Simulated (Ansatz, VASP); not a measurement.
# One calculation of TlRe3, two programs

```
CELL_PARAMETERS angstrom
-2.00917 2.00917 4.48802
2.00917 -2.00917 4.48802
2.00917 2.00917 -4.48802
ATOMIC_POSITIONS crystal
Tl 0.00000 0.00000 0.00000
Re 0.50000 0.50000 0.00000
Re 0.25000 0.75000 0.50000
Re 0.75000 0.25000 0.50000
```

Alike in both runs: task single point; functional PBE; k mesh 6 × 6 × 6; occupations gaussian, width 0.1 eV; no spin polarisation.

|  | VASP | Ansatz |
| --- | --- | --- |
| version | VASP 6.6.1 | Ansatz 0.2.0 |
| potentials or method | VASP PAW PBE potentials, release 64 (Tl_d, Re), cutoff 520 eV | scalar-relativistic, plane waves, PAW |
| valence electrons in the cell | 34 | 58 |

|  | VASP | Ansatz | Ansatz less VASP |
| --- | --- | --- | --- |
| gap on the k mesh at the Fermi level (eV) | none | none | - |
| pressure (GPa) | -20.5 | -20.1 | +0.40 |
| traceless stress, the component that is largest in VASP (GPa) | -1.63 | -1.70 | -0.074 |

A gap of «none» marks a metal or a gap that the smearing closes. VASP's potentials hold 34 valence electrons a cell and Ansatz's 58, so a difference there can come from the potentials and not from the codes.

The k mesh is coarse, so the values compare programs but aren't converged. Spin-orbit coupling is off throughout.
